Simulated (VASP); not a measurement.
Crystal: BeCl.

```
Be Cl
1.0
     3.30502    0.00000    0.00000
     0.00000    3.30502    0.00000
     0.00000    0.00000    3.30502
Be Cl
1 1
Direct
  0.00000 0.00000 0.00000
  0.50000 0.50000 0.50000
```

The cell was built from a structure type or drawn by symmetry, and may not be a known phase.

```yaml
Program: VASP 6.6.1
Task: relaxation of cell and atoms
Functional: PBE
Potentials_or_basis: VASP PAW PBE potentials, release 64 (Be, Cl)
Cutoff: 600 eV
k_mesh: 6 × 6 × 6
Occupations: gaussian, width 0.1 eV
Spin: no spin polarisation
```

At the start: pressure -5.5 GPa; volume 18.05 Å³/atom.

**Question.** Where does the relaxation end?

**Answer.** Over 4 steps the energy falls by 65.7 meV/atom and the volume is 14.98 Å³/atom (-17.0 %); space group Pm-3m (No. 221, to 0.1 Å) before and after.

The path:
| step | energy change (eV) | largest force (eV/Å) | pressure (GPa) | volume (Å³) |
| --- | --- | --- | --- | --- |
| 1 | 0.0000 | 0.0000 | -5.52 | 36.10 |
| 2 | -0.0949 | 0.0000 | -3.70 | 32.95 |
| 3 | -0.1289 | 0.0000 | -1.02 | 30.71 |
| 4 | -0.1313 | 0.0000 | -0.07 | 29.95 |

Final structure:
```
CELL_PARAMETERS angstrom
3.10562 0.00000 0.00000
0.00000 3.10562 0.00000
0.00000 0.00000 3.10562
ATOMIC_POSITIONS crystal
Be 0.00000 0.00000 0.00000
Cl 0.50000 0.50000 0.50000
```

Caveat: the volume moved by over 15 % at a fixed basis, so the end points are rough; an odd number of electrons without spin polarisation forces a metal; a magnetic or distorted state may lie lower.
